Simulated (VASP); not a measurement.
# KNbO3 (Pm-3m) in VASP: notebook

KNbO3 is run at these levels: PBEsol; tasks: single point.

Everything below comes from runs of VASP 6.6.1. Logs are shortened: lines on timing, memory, paths and dates and some standing lists are left out, and cuts for length are marked.

## Step 1: The cell of the first run

Symmetry: Pm-3m, No. 221, cubic system. Conventional cell: a = 4.029 Å, b = 4.029 Å, c = 4.029 Å, α = 90.00°, β = 90.00°, γ = 90.00°. K (site symmetry m-3m) has 12 O at 2.85 Å and 8 Nb at 3.49 Å within 3.8 Å. Nb (site symmetry m-3m) has 6 O at 2.01 Å within 2.7 Å. O (site symmetry 4/mmm) has 2 Nb at 2.01 Å within 2.7 Å.

## Step 2: Single point, PBEsol

INCAR

```
PREC = Accurate
ENCUT = 600
EDIFF = 1E-6
ISMEAR = 0
SIGMA = 0.01
LREAL = F
LASPH = T
NELM = 120
ALGO = Normal
ISIF = 2
LWAVE = F
LCHARG = F
GGA = PS
NBANDS = 28
GGA_COMPAT = F
```

KPOINTS

```
regular mesh
0
Gamma
  6 6 6
```

POSCAR

```
KNbO3
1.0
    4.0291830000      0.0000000000      0.0000000000
    0.0000000000      4.0291830000      0.0000000000
    0.0000000000      0.0000000000      4.0291830000
K Nb O
1 1 3
Direct
    0.0000000000      0.0000000000      0.0000000000
    0.5000000000      0.5000000000      0.5000000000
    0.0000000000      0.5000000000      0.5000000000
    0.5000000000      0.0000000000      0.5000000000
    0.5000000000      0.5000000000      0.0000000000
```

Potentials or basis: VASP PAW PBE potentials, release 64 (K_sv, Nb_sv, O).

On the command line:

```sh
> cat potpaw_PBE.64/K_sv/POTCAR potpaw_PBE.64/Nb_sv/POTCAR potpaw_PBE.64/O/POTCAR > POTCAR
> mpirun -np 1 vasp_std > vasp.out
```

OUTCAR:

```text
PREC = Accurate
   ENCUT = 600
   EDIFF = 1E-6
   ISMEAR = 0
   LREAL = F
   LASPH = T
   NELM = 120
   ISIF = 2
   GGA = PS

 ion  position               nearest neighbor table
   1  0.000  0.000  0.000-   3 2.85   4 2.85   5 2.85   3 2.85   4 2.85   3 2.85   5 2.85   3 2.85
                             4 2.85   5 2.85   4 2.85   5 2.85
   2  0.500  0.500  0.500-   3 2.01   4 2.01   5 2.01   5 2.01   4 2.01   3 2.01
   3  0.000  0.500  0.500-   2 2.01   2 2.01   1 2.85   1 2.85   1 2.85   1 2.85
   4  0.500  0.000  0.500-   2 2.01   2 2.01   1 2.85   1 2.85   1 2.85   1 2.85
   5  0.500  0.500  0.000-   2 2.01   2 2.01   1 2.85   1 2.85   1 2.85   1 2.85

  LATTYP: Found a simple cubic cell.
 ALAT       =     4.0291830000

  Lattice vectors:

 A1 = (   4.0291830000,   0.0000000000,   0.0000000000)
 A2 = (   0.0000000000,   4.0291830000,   0.0000000000)
 A3 = (   0.0000000000,   0.0000000000,   4.0291830000)

Analysis of symmetry for initial positions (statically):
=====================================================================
 Subroutine PRICEL returns:
 Original cell was already a primitive cell.

 Routine SETGRP: Setting up the symmetry group for a
 simple cubic supercell.

 Subroutine GETGRP returns: Found 48 space group operations
 (whereof 48 operations were pure point group operations)
 out of a pool of 48 trial point group operations.

The static configuration has the point symmetry O_h .

Analysis of symmetry for dynamics (positions and initial velocities):
=====================================================================
 Subroutine PRICEL returns:
 Original cell was already a primitive cell.

 Routine SETGRP: Setting up the symmetry group for a
 simple cubic supercell.

 Subroutine GETGRP returns: Found 48 space group operations
 (whereof 48 operations were pure point group operations)
 out of a pool of 48 trial point group operations.

The dynamic configuration has the point symmetry O_h .

 Subroutine INISYM returns: Found 48 space group operations
 (whereof 48 operations are pure point group operations),
 and found     1 'primitive' translations

----------------------------------------------------------------------------------------

                                     Primitive cell

  volume of cell :      65.4110

[... 88 lines left out ...]
   NELM   =    120;   NELMIN=  2; NELMDL= -5     # of ELM steps
   EDIFF  = 0.1E-05   stopping-criterion for ELM
   LREAL  =      F    real-space projection
   EDIFFG = 0.1E-04   stopping-criterion for IOM
   NSW    =      0    number of steps for IOM
   IBRION =     -1    ionic relax: 0-MD 1-quasi-New 2-CG
   NFREE  =      0    steps in history (QN), initial steepest desc. (CG)
   ISIF   =      2    stress and relaxation
   ISYM   =      2    0-nonsym 1-usesym 2-fastsym
   POTIM  = 0.5000    time-step for ionic-motion
   TEBEG  =    0.0;   TEEND  =   0.0 temperature during run
   PSTRESS=    0.0 pullay stress
   NELECT =      40.0000    total number of electrons
   NUPDOWN=      -1.0000    fix difference up-down
   EMIN   =  10.00;   EMAX   =-10.00  energy-range for DOS
   EFERMI =   0.00;   METHOD = LEGACY
   ISMEAR =     0;   SIGMA  =   0.01  broadening in eV -4-tet -1-fermi 0-gaus
   EFERMI_NEDOS =   21; number of points for ismear=-14 and -15
   IALGO  =     38    algorithm
   IMIX   =      4    mixing-type and parameters
     AMIX     =   0.40;   BMIX     =  1.00
     AMIX_MAG =   1.60;   BMIX_MAG =  1.00
  volume/ion in A,a.u.               =      13.08        88.28
  Fermi-wavevector in a.u.,A,eV,Ry     =   1.389562  2.625891 26.271241  1.930882
  Thomas-Fermi vector in A             =   2.513581
   LORBIT       =      0    0 simple, 1 ext, 2 COOP (PROOUT), +10 PAW based schemes
   GGA     = PS    functional components
   LHFCALC =     F    Hartree Fock is set to
   AEXX    =    0.0000 exact exchange contribution
   IVDW    =     0    specifies the selected vdW correction
   LEPSILON=     F    determine dielectric tensor
   LRPA    =     F    only Hartree local field effects (RPA)
 non-spin polarized calculation
 Gauss-broadening in eV      SIGMA  =   0.01
  energy-cutoff  :      600.00
  volume of cell :       65.41
 maximum number of plane-waves:      2272
   NGX = 17   NGY = 17   NGZ = 17

 number of electron      40.0000011 magnetization

 Free energy of the ion-electron system (eV)
  ---------------------------------------------------
  ext. energy  EPLUGINS =         0.00000000
  ---------------------------------------------------
  free energy    TOTEN  =       -40.67113954 eV

  energy without entropy =      -40.67113954  energy(sigma->0) =      -40.67113954

 E-fermi :   3.1289     XC(G=0): -10.9527

 val. band max:        3.0116913166   @ k =   0.5000   0.5000   0.5000
 cond. band min:       4.4612362537   @ k =   0.0000   0.0000   0.0000
 fundamental gap:      1.4495449371
 Fermi energy:         3.1289033334

 k-point     1 :       0.0000    0.0000    0.0000
  band No.  band energies     occupation
      1     -51.8815      2.00000
      2     -27.9603      2.00000
      3     -27.9603      2.00000
      4     -27.9603      2.00000
      5     -24.1336      2.00000
      6     -14.0407      2.00000
[... 609 lines left out ...]
     27      13.4623      0.00000
     28      13.6781      0.00000

------------------------ aborting loop because EDIFF is reached ----------------------------------------

  FORCE on cell =-STRESS in cart. coord.  units (eV):
  Direction    XX          YY          ZZ          XY          YZ          ZX
  --------------------------------------------------------------------------------------
  -------------------------------------------------------------------------------------
  Total       -2.3888963     -2.3888963     -2.3888963     -0.0000000      0.0000000     -0.0000000
  in kB      -58.5136123    -58.5136123    -58.5136123     -0.0000000      0.0000000     -0.0000000
  external PRESSURE =     -58.5136123 kB  Pullay stress =       0.0000000 kB

 VOLUME and BASIS-vectors are now :
 -----------------------------------------------------------------------------
  energy-cutoff  :      600.00
  volume of cell :       65.41
      direct lattice vectors                 reciprocal lattice vectors
     4.029183000  0.000000000  0.000000000     0.248189273  0.000000000  0.000000000
     0.000000000  4.029183000  0.000000000     0.000000000  0.248189273  0.000000000
     0.000000000  0.000000000  4.029183000     0.000000000  0.000000000  0.248189273

 POSITION                                       TOTAL-FORCE (eV/Angst)
 -----------------------------------------------------------------------------------
      0.00000      0.00000      0.00000         0.000000      0.000000      0.000000
      2.01459      2.01459      2.01459         0.000000      0.000000      0.000000
      0.00000      2.01459      2.01459         0.000000      0.000000      0.000000
      2.01459      0.00000      2.01459         0.000000      0.000000      0.000000
      2.01459      2.01459      0.00000         0.000000      0.000000      0.000000
 -----------------------------------------------------------------------------------
    total drift:                                0.000000     -0.000000     -0.000000

  FREE ENERGIE OF THE ION-ELECTRON SYSTEM (eV)
  ---------------------------------------------------
  free  energy   TOTEN  =       -40.6711395401 eV

  energy  without entropy=      -40.6711395401  energy(sigma->0) =      -40.67113954
```

OSZICAR:

```text
N       E                     dE             d eps       ncg     rms          rms(c)
DAV:   1     0.421732675818E+03    0.42173E+03   -0.24135E+04  1120   0.163E+03
DAV:   2    -0.183782468145E+02   -0.44011E+03   -0.42744E+03  1364   0.492E+02
DAV:   3    -0.483185692853E+02   -0.29940E+02   -0.29758E+02  1848   0.120E+02
DAV:   4    -0.494204557758E+02   -0.11019E+01   -0.10990E+01  1772   0.187E+01
DAV:   5    -0.494421254786E+02   -0.21670E-01   -0.21664E-01  1640   0.219E+00    0.184E+01
DAV:   6    -0.410292822261E+02    0.84128E+01   -0.38329E+01  1684   0.428E+01    0.839E+00
DAV:   7    -0.407303661210E+02    0.29892E+00   -0.35297E+00  1624   0.126E+01    0.450E+00
DAV:   8    -0.407238739203E+02    0.64922E-02   -0.69724E-01  1792   0.721E+00    0.180E+00
DAV:   9    -0.406705399282E+02    0.53334E-01   -0.15272E-01  1588   0.347E+00    0.570E-01
DAV:  10    -0.406715135739E+02   -0.97365E-03   -0.27187E-02  1476   0.111E+00    0.160E-01
DAV:  11    -0.406711307996E+02    0.38277E-03   -0.35515E-03  1600   0.380E-01    0.634E-02
DAV:  12    -0.406711325224E+02   -0.17228E-05   -0.16082E-04  1800   0.119E-01    0.431E-02
DAV:  13    -0.406711386651E+02   -0.61427E-05   -0.74340E-05  1420   0.534E-02    0.676E-03
DAV:  14    -0.406711395401E+02   -0.87504E-06   -0.40372E-06  1600   0.171E-02
   1 F= -.40671140E+02 E0= -.40671140E+02  d E =-.168991E-63
```

stdout:

```text
POSCAR found type information on POSCAR K NbO
 POSCAR found :  3 types and       5 ions
 scaLAPACK will be used
 -----------------------------------------------------------------------------
|                                                                             |
|                                                                             |
|     You enforced a specific xc type in the INCAR file but a different       |
|     I HOPE YOU KNOW WHAT YOU ARE DOING!                                     |
|                                                                             |
 -----------------------------------------------------------------------------

 LDA part: xc-table for (Slater+PW92), standard interpolation
 POSCAR, INCAR and KPOINTS ok, starting setup
 FFT: planning ... GRIDC
 FFT: planning ... GRID_SOFT
 FFT: planning ... GRID
 WAVECAR not read
 entering main loop
```

It took 32 s on 1 thread of Intel Xeon Platinum 8488C (Sapphire Rapids), shared host; peak memory 0.2 GiB.

Results:

- Free energy: -40.6711 eV
- Pressure: -5.9 GPa
- Band gap on the k mesh: 1.45 eV, indirect (least direct gap 2.11 eV)

Caveat: the PAW data sets were made with another functional, which shifts forces and pressure a little.

## Step 3: Single point, PBEsol

This run uses another cell than the first one, of 13.34 Å³/atom, 1.020 times its volume.

INCAR

```
SYSTEM = KNbO3
  ALGO = Normal
  EDIFF = 1E-6
  ENCUT = 600
  GGA = PS
  GGA_COMPAT = .False.
  ISIF = 2
  ISMEAR = 0
  LASPH = .True.
  LCHARG = .False.
  LREAL = .False.
  LWAVE = .False.
  NBANDS = 28
  NELM = 120
  PREC = Accurate
  SIGMA = 0.01
```

KPOINTS

```
k-points
0
Gamma
  6 6 6
  0 0 0
```

Changes to POSCAR since step 2:

```diff
@@ -2,5 +2,5 @@
 1.0
-    4.0291830000      0.0000000000      0.0000000000
-    0.0000000000      4.0291830000      0.0000000000
-    0.0000000000      0.0000000000      4.0291830000
+    4.0558671088      0.0000000000      0.0000000000
+    0.0000000000      4.0558671088      0.0000000000
+    0.0000000000      0.0000000000      4.0558671088
 K Nb O
```

Potentials or basis: VASP PAW PBE potentials, release 64 (K_sv, Nb_sv, O).

On the command line:

```sh
> cat potpaw_PBE.64/K_sv/POTCAR potpaw_PBE.64/Nb_sv/POTCAR potpaw_PBE.64/O/POTCAR > POTCAR
> mpirun -np 1 vasp_std > vasp.out
```

Wall time 36 s (1 thread of Intel Xeon Platinum 8488C (Sapphire Rapids), shared host); peak memory 0.2 GiB.

The run converged. Its results:

| Item | Value |
| --- | --- |
| Free energy | -40.6130 eV |
| Pressure | -9.0 GPa |
| Band gap on the k mesh | 1.41 eV, indirect (least direct gap 2.08 eV) |

Levels at points of the mesh, in eV from the valence-band top:
```
           k point  band 18  band 19  band 20  band 21  band 22  band 23
(0.00, 0.00, 0.00)    -0.67    -0.67    -0.67     1.41     1.41     1.41
(0.50, 0.00, 0.00)    -1.44    -0.86    -0.86     1.52     3.93     3.93
(0.50, 0.50, 0.00)    -1.39    -1.39    -0.04     3.95     3.95     4.94
(0.50, 0.50, 0.50)     0.00     0.00     0.00     5.05     5.05     5.05
```

Caveat: the PAW data sets were made with another functional, which shifts forces and pressure a little.

## Step 4: Single point, PBEsol

This run uses another cell than the first one, of 13.87 Å³/atom, 1.060 times its volume.

INCAR

```
SYSTEM = KNbO3
  ALGO = Normal
  EDIFF = 1E-6
  ENCUT = 600
  GGA = PS
  GGA_COMPAT = .FALSE.
  ISIF = 2
  ISMEAR = 0
  LASPH = .TRUE.
  LCHARG = .TRUE.
  LELF = .TRUE.
  LREAL = .FALSE.
  LVHAR = .TRUE.
  LWAVE = .FALSE.
  NBANDS = 28
  NELM = 120
  PREC = Accurate
  SIGMA = 0.01
```

KPOINTS

```
k-points
0
G
  6 6 6
  0 0 0
```

Changes to POSCAR since step 3:

```diff
@@ -2,5 +2,5 @@
 1.0
-    4.0558671088      0.0000000000      0.0000000000
-    0.0000000000      4.0558671088      0.0000000000
-    0.0000000000      0.0000000000      4.0558671088
+    4.1082066507      0.0000000000      0.0000000000
+    0.0000000000      4.1082066507      0.0000000000
+    0.0000000000      0.0000000000      4.1082066507
 K Nb O
```

Potentials or basis: VASP PAW PBE potentials, release 64 (K_sv, Nb_sv, O).

On the command line:

```sh
> cat potpaw_PBE.64/K_sv/POTCAR potpaw_PBE.64/Nb_sv/POTCAR potpaw_PBE.64/O/POTCAR > POTCAR
> mpirun -np 1 vasp_std > vasp.out
```

OUTCAR:

```text
SYSTEM = KNbO3
   EDIFF = 1E-6
   ENCUT = 600
   GGA = PS
   ISIF = 2
   ISMEAR = 0
   LASPH = .TRUE.
   LREAL = .FALSE.
   NELM = 120
   PREC = Accurate

 ion  position               nearest neighbor table
   1  0.000  0.000  0.000-
   2  0.500  0.500  0.500-   3 2.05   4 2.05   5 2.05   5 2.05   4 2.05   3 2.05
   3  0.000  0.500  0.500-   2 2.05   2 2.05
   4  0.500  0.000  0.500-   2 2.05   2 2.05
   5  0.500  0.500  0.000-   2 2.05   2 2.05

  LATTYP: Found a simple cubic cell.
 ALAT       =     4.1082066507

  Lattice vectors:

 A1 = (   4.1082066507,   0.0000000000,   0.0000000000)
 A2 = (   0.0000000000,   4.1082066507,   0.0000000000)
 A3 = (   0.0000000000,   0.0000000000,   4.1082066507)

Analysis of symmetry for initial positions (statically):
=====================================================================
 Subroutine PRICEL returns:
 Original cell was already a primitive cell.

[... 167 lines left out ...]
  free energy    TOTEN  =       -40.42731797 eV

  energy without entropy =      -40.42731797  energy(sigma->0) =      -40.42731797

 E-fermi :   2.6231     XC(G=0): -10.6490

 val. band max:        2.5415952295   @ k =   0.5000   0.5000   0.5000
 cond. band min:       3.8802683985   @ k =   0.0000   0.0000   0.0000
 fundamental gap:      1.3386731690
 Fermi energy:         2.6231361153

 k-point     1 :       0.0000    0.0000    0.0000
  band No.  band energies     occupation
      1     -52.6046      2.00000
      2     -28.6243      2.00000
      3     -28.6243      2.00000
      4     -28.6243      2.00000
      5     -24.6631      2.00000
      6     -14.3374      2.00000
[... 609 lines left out ...]
     27      12.3507      0.00000
     28      12.6548      0.00000

------------------------ aborting loop because EDIFF is reached ----------------------------------------

  FORCE on cell =-STRESS in cart. coord.  units (eV):
  Direction    XX          YY          ZZ          XY          YZ          ZX
  --------------------------------------------------------------------------------------
  -------------------------------------------------------------------------------------
  Total       -6.1360088     -6.1360088     -6.1360088      0.0000000      0.0000000      0.0000000
  in kB     -141.7880767   -141.7880767   -141.7880767      0.0000000      0.0000000      0.0000000
  external PRESSURE =    -141.7880767 kB  Pullay stress =       0.0000000 kB

 VOLUME and BASIS-vectors are now :
 -----------------------------------------------------------------------------
  energy-cutoff  :      600.00
  volume of cell :       69.34
      direct lattice vectors                 reciprocal lattice vectors
     4.108206651  0.000000000  0.000000000     0.243415214  0.000000000  0.000000000
     0.000000000  4.108206651  0.000000000     0.000000000  0.243415214  0.000000000
     0.000000000  0.000000000  4.108206651     0.000000000  0.000000000  0.243415214

 POSITION                                       TOTAL-FORCE (eV/Angst)
 -----------------------------------------------------------------------------------
      0.00000      0.00000      0.00000         0.000000      0.000000      0.000000
      2.05410      2.05410      2.05410         0.000000      0.000000      0.000000
      0.00000      2.05410      2.05410         0.000000      0.000000      0.000000
      2.05410      0.00000      2.05410         0.000000      0.000000      0.000000
      2.05410      2.05410      0.00000         0.000000      0.000000      0.000000
 -----------------------------------------------------------------------------------
    total drift:                                0.000000      0.000000      0.000000

  FREE ENERGIE OF THE ION-ELECTRON SYSTEM (eV)
  ---------------------------------------------------
  free  energy   TOTEN  =       -40.4273179698 eV

  energy  without entropy=      -40.4273179698  energy(sigma->0) =      -40.42731797
```

stdout:

```text
POSCAR found type information on POSCAR K NbO
 POSCAR found :  3 types and       5 ions
 scaLAPACK will be used
 -----------------------------------------------------------------------------
|                                                                             |
|                                                                             |
|     You enforced a specific xc type in the INCAR file but a different       |
|     I HOPE YOU KNOW WHAT YOU ARE DOING!                                     |
|                                                                             |
 -----------------------------------------------------------------------------

 LDA part: xc-table for (Slater+PW92), standard interpolation
 POSCAR, INCAR and KPOINTS ok, starting setup
 FFT: planning ... GRIDC
 FFT: planning ... GRID_SOFT
 FFT: planning ... GRID
 WAVECAR not read
 entering main loop
```

Wall time 42 s (1 thread of Intel Xeon Platinum 8488C (Sapphire Rapids), shared host); peak memory 0.23 GiB.

Results:

- Free energy: -40.4273 eV
- Pressure: -14.2 GPa
- Band gap on the k mesh: 1.34 eV, indirect (least direct gap 2.00 eV)

Caveat: the PAW data sets were made with another functional, which shifts forces and pressure a little.

## Step 5: The runs side by side

| cell | gap on the mesh (eV) | pressure (GPa) |
| --- | --- | --- |
| a = 4.029 Å, 5 atoms | 1.45 | -5.9 |
| a = 4.056 Å, 5 atoms | 1.41 | -9.0 |
| a = 4.108 Å, 5 atoms | 1.34 | -14.2 |

Alike in all rows: task single point; level PBEsol; potentials or basis VASP PAW PBE potentials, release 64 (K_sv, Nb_sv, O); no spin polarisation; k mesh 6 × 6 × 6; cutoff (eV) 600; smearing gaussian 0.01 eV.

Caveats: the PAW data sets were made with another functional, which shifts forces and pressure a little.

Absolute energies hang on the potentials; compare differences alone.
